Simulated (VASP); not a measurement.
# CdTe (Cmcm) in VASP: a series of runs

CdTe is run at these levels: PBE; tasks: single point.

Program: VASP 6.6.1. These are calculated values, not measurements. Logs are shortened: lines on timing, memory, paths and dates and some standing lists are left out, and cuts for length are marked.

## (1) The cell of the first run

It takes space group Cmcm (No. 63, orthorhombic). Conventional cell: a = 6.171 Å, b = 6.230 Å, c = 6.131 Å, α = 90.00°, β = 90.00°, γ = 90.00°. Cd (site symmetry m2m) has 6 Te at 3.05 to 3.18 Å within 4.0 Å. Te (site symmetry m2m) has 6 Cd at 3.05 to 3.18 Å within 4.0 Å.

## (2) Single point, PBE (volume scaled by 1.02)

Contents of INCAR:

```
ALGO = Normal ; EDIFF = 1E-6
ENCUT = 520 ; GGA = PE
ISIF = 2 ; ISMEAR = -1
LASPH = T ; LCHARG = F
LREAL = F ; LWAVE = F
NBANDS = 26 ; NELM = 100
PREC = Accurate ; SIGMA = 0.05
```

Contents of KPOINTS:

```
k-points
0
Gamma
  9 9 6
```

Contents of POSCAR:

```
CdTe
1.0
    3.0855915320     -3.1151036966      0.0000000000
    3.0855915320      3.1151036966      0.0000000000
    0.0000000000      0.0000000000      6.1309886192
Cd Te
2 2
Direct
    0.2770300000      0.7229700000      0.7500000000
    0.7229700000      0.2770300000      0.2500000000
    0.7661370000      0.2338630000      0.7500000000
    0.2338630000      0.7661370000      0.2500000000
```

Potentials or basis: VASP PAW PBE potentials, release 64 (Cd, Te).

Run with:

```
cat potpaw_PBE.64/Cd/POTCAR potpaw_PBE.64/Te/POTCAR > POTCAR
mpirun -np 1 vasp_std > vasp.out
```

OUTCAR:

```text
EDIFF = 1E-6
   ENCUT = 520
   GGA = PE
   ISIF = 2
   ISMEAR = -1
   LASPH = T
   LREAL = F
   NELM = 100
   PREC = Accurate

 ion  position               nearest neighbor table
   1  0.277  0.723  0.750-   3 3.05   4 3.08   4 3.08   3 3.09   3 3.09   3 3.18
   2  0.723  0.277  0.250-   4 3.05   3 3.08   3 3.08   4 3.09   4 3.09   4 3.18
   3  0.766  0.234  0.750-   1 3.05   2 3.08   2 3.08   1 3.09   1 3.09   1 3.18
   4  0.234  0.766  0.250-   2 3.05   1 3.08   1 3.08   2 3.09   2 3.09   2 3.18

  LATTYP: Found a base centered orthorhombic cell.
 ALAT       =     6.1711830640
 B/A-ratio  =     1.0095645079
 C/A-ratio  =     0.9934867522

  Lattice vectors:

 A1 = (   3.0855915320,  -3.1151036966,   0.0000000000)
 A2 = (   3.0855915320,   3.1151036966,   0.0000000000)
 A3 = (   0.0000000000,   0.0000000000,   6.1309886192)

Analysis of symmetry for initial positions (statically):
=====================================================================
 Subroutine PRICEL returns:
 Original cell was already a primitive cell.

 Routine SETGRP: Setting up the symmetry group for a
 base centered orthorhombic supercell.

 Subroutine GETGRP returns: Found  8 space group operations
 (whereof  4 operations were pure point group operations)
 out of a pool of  8 trial point group operations.

The static configuration has the point symmetry C_2h.
 The point group associated with its full space group is D_2h.

Analysis of symmetry for dynamics (positions and initial velocities):
=====================================================================
 Subroutine PRICEL returns:
 Original cell was already a primitive cell.

 Routine SETGRP: Setting up the symmetry group for a
 base centered orthorhombic supercell.

 Subroutine GETGRP returns: Found  8 space group operations
 (whereof  4 operations were pure point group operations)
 out of a pool of  8 trial point group operations.

The dynamic configuration has the point symmetry C_2h.
 The point group associated with its full space group is D_2h.

 Subroutine INISYM returns: Found  8 space group operations
 (whereof  4 operations are pure point group operations),
 and found     1 'primitive' translations

----------------------------------------------------------------------------------------

                                     Primitive cell

  volume of cell :     117.8614

  direct lattice vectors                    reciprocal lattice vectors
     3.085591532 -3.115103697  0.000000000     0.162043483 -0.160508300  0.000000000
     3.085591532  3.115103697  0.000000000     0.162043483  0.160508300  0.000000000
     0.000000000  0.000000000  6.130988619     0.000000000  0.000000000  0.163105832

  length of vectors
     4.384603305  4.384603305  6.130988619     0.228081137  0.228081137  0.163105832

  position of ions in fractional coordinates (direct lattice)
     0.277030000  0.722970000  0.750000000
     0.722970000  0.277030000  0.250000000
     0.766137000  0.233863000  0.750000000
     0.233863000  0.766137000  0.250000000

  ion indices of the primitive-cell ions
   primitive index   ion index
                 1           1
                 2           2
                 3           3
                 4           4

----------------------------------------------------------------------------------------

 KPOINTS: k-points

Automatic generation of k-mesh.
 Grid dimensions read from file:
 generate k-points for:    9    9    6

 Generating k-lattice:

  Cartesian coordinates                     Fractional coordinates (reciprocal lattice)
     0.018004831 -0.017834256  0.000000000     0.111111111  0.000000000  0.000000000
     0.018004831  0.017834256  0.000000000     0.000000000  0.111111111  0.000000000
     0.000000000  0.000000000  0.027184305     0.000000000  0.000000000  0.166666667

  Length of vectors
     0.025342349  0.025342349  0.027184305

  Shift w.r.t. Gamma in fractional coordinates (k-lattice)
     0.000000000  0.000000000  0.000000000

 Subroutine IBZKPT returns following result:
 ===========================================

 Found    100 irreducible k-points:

 Following reciprocal coordinates:
            Coordinates               Weight
  0.000000  0.000000  0.000000      1.000000
  0.111111  0.000000  0.000000      4.000000
  0.222222  0.000000  0.000000      4.000000
  0.333333  0.000000  0.000000      4.000000
  0.444444  0.000000  0.000000      4.000000
  0.111111  0.111111  0.000000      2.000000
[... 16 lines left out ...]
 -0.333333  0.333333  0.000000      2.000000
  0.444444  0.444444  0.000000      2.000000
 [... further k-points ...]
   k-points           NKPTS =    100   k-points in BZ     NKDIM =    100   number of bands    NBANDS=     26
   number of dos      NEDOS =    301   number of ions     NIONS =      4
   total plane-waves  NPLWV =  62208
   dimension x,y,z NGX =    36 NGY =   36 NGZ =   48
   dimension x,y,z NGXF=    72 NGYF=   72 NGZF=   96
   ions per type =               2   2
   NGX,Y,Z   is equivalent  to a cutoff of  13.65, 13.65, 13.02 a.u.
   NGXF,Y,Z  is equivalent  to a cutoff of  27.30, 27.30, 26.03 a.u.
 SYSTEM =  unknown system
   PREC   = accura    normal or accurate (medium, high low for compatibility)
   ISTART =      0    job   : 0-new  1-cont  2-samecut
   ICHARG =      2    charge: 1-file 2-atom 10-const
   ISPIN  =      1    spin polarized calculation?
   LNONCOLLINEAR =      F non collinear calculations
   LSORBIT =      F    spin-orbit coupling
   LASPH  =      T    aspherical Exc in radial PAW
   ENCUT  =  520.0 eV  38.22 Ry    6.18 a.u.   8.15  8.15 11.40*2*pi/ulx,y,z
   NELM   =    100;   NELMIN=  2; NELMDL= -5     # of ELM steps
   EDIFF  = 0.1E-05   stopping-criterion for ELM
   LREAL  =      F    real-space projection
   EDIFFG = 0.1E-04   stopping-criterion for IOM
   NSW    =      0    number of steps for IOM
   IBRION =     -1    ionic relax: 0-MD 1-quasi-New 2-CG
   NFREE  =      0    steps in history (QN), initial steepest desc. (CG)
   ISIF   =      2    stress and relaxation
   ISYM   =      2    0-nonsym 1-usesym 2-fastsym
   POTIM  = 0.5000    time-step for ionic-motion
   TEBEG  =    0.0;   TEEND  =   0.0 temperature during run
   PSTRESS=    0.0 pullay stress
   NELECT =      36.0000    total number of electrons
   NUPDOWN=      -1.0000    fix difference up-down
   EMIN   =  10.00;   EMAX   =-10.00  energy-range for DOS
   EFERMI =   0.00;   METHOD = LEGACY
   ISMEAR =    -1;   SIGMA  =   0.05  broadening in eV -4-tet -1-fermi 0-gaus
   EFERMI_NEDOS =   21; number of points for ismear=-14 and -15
   IALGO  =     38    algorithm
   IMIX   =      4    mixing-type and parameters
     AMIX     =   0.40;   BMIX     =  1.00
     AMIX_MAG =   1.60;   BMIX_MAG =  1.00
  volume/ion in A,a.u.               =      29.47       198.84
  Fermi-wavevector in a.u.,A,eV,Ry     =   1.102517  2.083454 16.538468  1.215543
  Thomas-Fermi vector in A             =   2.238961
   LORBIT       =      0    0 simple, 1 ext, 2 COOP (PROOUT), +10 PAW based schemes
   GGA     = PE    functional components
   LHFCALC =     F    Hartree Fock is set to
   AEXX    =    0.0000 exact exchange contribution
   IVDW    =     0    specifies the selected vdW correction
   LEPSILON=     F    determine dielectric tensor
   LRPA    =     F    only Hartree local field effects (RPA)
 non-spin polarized calculation
  energy-cutoff  :      520.00
  volume of cell :      117.86
 maximum number of plane-waves:      3206
 NGX is ok and might be reduce to    36
   NGX = 17   NGY = 17   NGZ = 23

 number of electron      35.9999992 magnetization

 Free energy of the ion-electron system (eV)
  ---------------------------------------------------
  ext. energy  EPLUGINS =         0.00000000
  ---------------------------------------------------
  free energy    TOTEN  =        -8.88757187 eV

  energy without entropy =       -8.86981585  energy(sigma->0) =       -8.87869386

 E-fermi :   3.5616     XC(G=0):  -9.5544

 val. band max:        3.5440077548   @ k =   0.2222   0.2222   0.3333
 cond. band min:       3.5623974647   @ k =   0.3333   0.0000   0.1667
 fundamental gap:      0.0183897098
 Fermi energy:         3.5615824972

 k-point     1 :       0.0000    0.0000    0.0000
  band No.  band energies     occupation
      1      -7.7889      2.00000
      2      -7.0091      2.00000
      3      -4.6554      2.00000
      4      -4.6442      2.00000
      5      -4.6302      2.00000
      6      -4.6083      2.00000
[... 18 lines left out ...]
     25      11.1172      0.00000
     26      11.2595      0.00000

 k-point     2 :       0.1111    0.0000    0.0000
  band No.  band energies     occupation
      1      -7.7291      2.00000
      2      -6.9827      2.00000
      3      -4.6552      2.00000
      4      -4.6489      2.00000
      5      -4.6388      2.00000
      6      -4.6102      2.00000
[... 18 lines left out ...]
     25      10.6467      0.00000
     26      11.2938      0.00000

 k-point     3 :       0.2222    0.0000    0.0000
  band No.  band energies     occupation
      1      -7.5605      2.00000
      2      -6.9195      2.00000
      3      -4.6846      2.00000
      4      -4.6700      2.00000
      5      -4.6386      2.00000
      6      -4.6312      2.00000
[... 18 lines left out ...]
     25      10.6581      0.00000
     26      10.8479      0.00000

 k-point     4 :       0.3333    0.0000    0.0000
  band No.  band energies     occupation
      1      -7.3204      2.00000
      2      -6.8681      2.00000
      3      -4.7182      2.00000
      4      -4.7095      2.00000
      5      -4.6582      2.00000
      6      -4.6220      2.00000
[... 18 lines left out ...]
     25       9.5505      0.00000
     26      11.0167      0.00000

 k-point     5 :       0.4444    0.0000    0.0000
  band No.  band energies     occupation
      1      -7.0838      2.00000
      2      -6.8941      2.00000
      3      -4.7384      2.00000
      4      -4.7342      2.00000
      5      -4.6577      2.00000
      6      -4.6306      2.00000
[... 18 lines left out ...]
     25       9.5642      0.00000
     26      10.4387      0.00000

 k-point     6 :       0.1111    0.1111    0.0000
  band No.  band energies     occupation
      1      -7.6704      2.00000
      2      -6.9588      2.00000
      3      -4.6760      2.00000
      4      -4.6432      2.00000
      5      -4.6320      2.00000
      6      -4.6249      2.00000
[... 427 lines left out ...]
 k-point    21 :       0.4444    0.3333    0.0000
  band No.  band energies     occupation
      1      -7.0550      2.00000
      2      -6.9792      2.00000
      3      -4.6582      2.00000
      4      -4.6413      2.00000
      5      -4.6341      2.00000
      6      -4.6034      2.00000
[... 18 lines left out ...]
     25      12.0393      0.00000
     26      12.2560      0.00000

 k-point    22 :      -0.4444    0.3333    0.0000
  band No.  band energies     occupation
      1      -7.0683      2.00000
      2      -6.9740      2.00000
      3      -4.6540      2.00000
      4      -4.6452      2.00000
      5      -4.6297      2.00000
      6      -4.6064      2.00000
[... 18 lines left out ...]
     25      12.0908      0.00000
     26      12.2708      0.00000

 k-point    23 :      -0.3333    0.3333    0.0000
  band No.  band energies     occupation
      1      -7.1528      2.00000
      2      -6.9284      2.00000
      3      -4.6595      2.00000
      4      -4.6466      2.00000
      5      -4.6323      2.00000
      6      -4.6038      2.00000
[... 18 lines left out ...]
     25      11.4245      0.00000
     26      11.5918      0.00000

 k-point    24 :       0.4444    0.4444    0.0000
  band No.  band energies     occupation
      1      -7.0378      2.00000
      2      -7.0155      2.00000
      3      -4.6639      2.00000
      4      -4.6551      2.00000
      5      -4.6053      2.00000
      6      -4.5903      2.00000
[... 18 lines left out ...]
     25      12.5774      0.00000
     26      12.7182      0.00000

 [... further k-points ...]
[... 5 lines left out ...]
  --------------------------------------------------------------------------------------
  -------------------------------------------------------------------------------------
  Total       -0.7887285     -0.8127346     -0.5534494      0.0000000      0.0000000      0.0000000
  in kB      -10.7217750    -11.0481070     -7.5234508      0.0000000      0.0000000      0.0000000
  external PRESSURE =      -9.7644443 kB  Pullay stress =       0.0000000 kB

 VOLUME and BASIS-vectors are now :
 -----------------------------------------------------------------------------
  energy-cutoff  :      520.00
  volume of cell :      117.86
      direct lattice vectors                 reciprocal lattice vectors
     3.085591532 -3.115103697  0.000000000     0.162043483 -0.160508300  0.000000000
     3.085591532  3.115103697  0.000000000     0.162043483  0.160508300  0.000000000
     0.000000000  0.000000000  6.130988619     0.000000000  0.000000000  0.163105832

 POSITION                                       TOTAL-FORCE (eV/Angst)
 -----------------------------------------------------------------------------------
      3.08559      1.38915      4.59824         0.000000      0.032134     -0.000000
      3.08559     -1.38915      1.53275         0.000000     -0.032134     -0.000000
      3.08559     -1.65809      4.59824         0.000000      0.049660      0.000000
      3.08559      1.65809      1.53275         0.000000     -0.049660      0.000000
 -----------------------------------------------------------------------------------
    total drift:                               -0.000000     -0.000000      0.000000

  FREE ENERGIE OF THE ION-ELECTRON SYSTEM (eV)
  ---------------------------------------------------
  free  energy   TOTEN  =        -8.8875718734 eV

  energy  without entropy=       -8.8698158480  energy(sigma->0) =       -8.87869386
```

It took 3.7 min on 1 thread of Intel Xeon 6975P-C, shared host; peak memory 0.43 GiB.

What came out:

| Item | Value |
| --- | --- |
| Free energy | -8.8876 eV |
| Pressure | -1.0 GPa |
| Largest force | 0.050 eV/Å |
| Band gap on the k mesh | zero (band 18 reaches 3.65 eV, above the bottom of band 19 at 2.51 eV) |

Forces in eV/Å, atoms in the order of the input:
```
Cd   0.000  0.032  0.000
Cd   0.000 -0.032  0.000
Te   0.000  0.050  0.000
Te   0.000 -0.050  0.000
```

Stress tensor (GPa, compression positive):
```
-1.07  0.00  0.00
 0.00 -1.10  0.00
 0.00  0.00 -0.75
```

Caveat: spin-orbit coupling is left out, which moves the levels of the heavy elements.

## (3) Single point, PBE (volume scaled by 1.04)

Contents of INCAR:

```
ALGO = Normal ; EDIFF = 1E-7
ENCUT = 520 ; GGA = PE
ISIF = 2 ; ISMEAR = -1
LASPH = True ; LCHARG = False
LREAL = False ; LWAVE = False
NBANDS = 26 ; NELM = 80
PREC = Accurate ; SIGMA = 0.05
```

KPOINTS is that of step 2.

Contents of POSCAR:

```
CdTe
1.0
    3.1056284021     -3.1353322095      0.0000000000
    3.1056284021      3.1353322095      0.0000000000
    0.0000000000      0.0000000000      6.1708013492
Cd Te
2 2
Direct
    0.2770300000      0.7229700000      0.7500000000
    0.7229700000      0.2770300000      0.2500000000
    0.7661370000      0.2338630000      0.7500000000
    0.2338630000      0.7661370000      0.2500000000
```

Potentials or basis: VASP PAW PBE potentials, release 64 (Cd, Te).

Run with:

```
cat potpaw_PBE.64/Cd/POTCAR potpaw_PBE.64/Te/POTCAR > POTCAR
mpirun -np 1 vasp_std > vasp.out
```

It took 4.9 min on 1 thread of Oxide Virtual Turin-like, shared host; peak memory 0.4 GiB.

Results (log left out):

- Free energy: -8.8679 eV
- Pressure: -1.7 GPa
- Largest force: 0.067 eV/Å
- Band gap on the k mesh: zero (band 18 reaches 3.45 eV, above the bottom of band 19 at 2.34 eV)

Forces in eV/Å, atoms in the order of the input:
```
Cd   0.000  0.023  0.000
Cd   0.000 -0.023  0.000
Te   0.000  0.067  0.000
Te   0.000 -0.067  0.000
```

Stress tensor (GPa, compression positive):
```
-1.83  0.00  0.00
 0.00 -1.84  0.00
 0.00  0.00 -1.55
```

Levels at points of the mesh, in eV from the Fermi level:
```tsv
k point	band 14	band 15	band 16	band 17	band 18	band 19	band 20	band 21	band 22	band 23
(0.00, 0.00, 0.00)	-1.89	-1.86	-1.23	-0.40	-0.36	-0.31	0.12	4.36	6.92	7.08
(0.00, 0.00, 0.50)	-2.77	-1.19	-1.19	-1.14	-1.14	1.60	1.60	5.16	5.16	5.45
```

Caveat: spin-orbit coupling is left out, which moves the levels of the heavy elements.
